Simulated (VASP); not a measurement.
Input of a VASP 6.6.1 run:

The input INCAR:

```
SYSTEM = MgO
PREC = Accurate
ENCUT = 520
EDIFF = 1E-8
ISMEAR = 0
SIGMA = 0.01
LREAL = .FALSE.
LASPH = .TRUE.
NELM = 60
ALGO = Normal
ISIF = 2
LWAVE = .FALSE.
LCHARG = .FALSE.
NBANDS = 11
IBRION = 8
NSW = 1
LEPSILON = .TRUE.
```

KPOINTS

```
regular mesh
0
G
  10 10 10
  0 0 0
```

Contents of POSCAR:

```
MgO
1.0
    0.0000000000      2.0470579066      2.0470579066
    2.0470579066      0.0000000000      2.0470579066
    2.0470579066      2.0470579066      0.0000000000
Mg O
1 1
Direct
    0.0000000000      0.0000000000      0.0000000000
    0.5000000000      0.5000000000      0.5000000000
```

Potentials or basis: VASP PAW LDA potentials, release 64 (Mg, O).

The run is started by

```console
$ cat potpaw_LDA.64/Mg/POTCAR potpaw_LDA.64/O/POTCAR > POTCAR
$ mpirun -np 1 vasp_std > vasp.out
```

(1) What does it give for the electronic dielectric tensor (diagonal)?

(2) What does it give for the Born charges (mean of the diagonal)?

(3) Estimate the highest phonon frequency at Γ, LO-TO splitting left out.

Answers

(1) 3.05.

(2) Mg +1.93; O -1.93 e.

(3) 460 cm⁻¹.

Caveat: the cell wasn't relaxed at this level first, which shifts response properties.
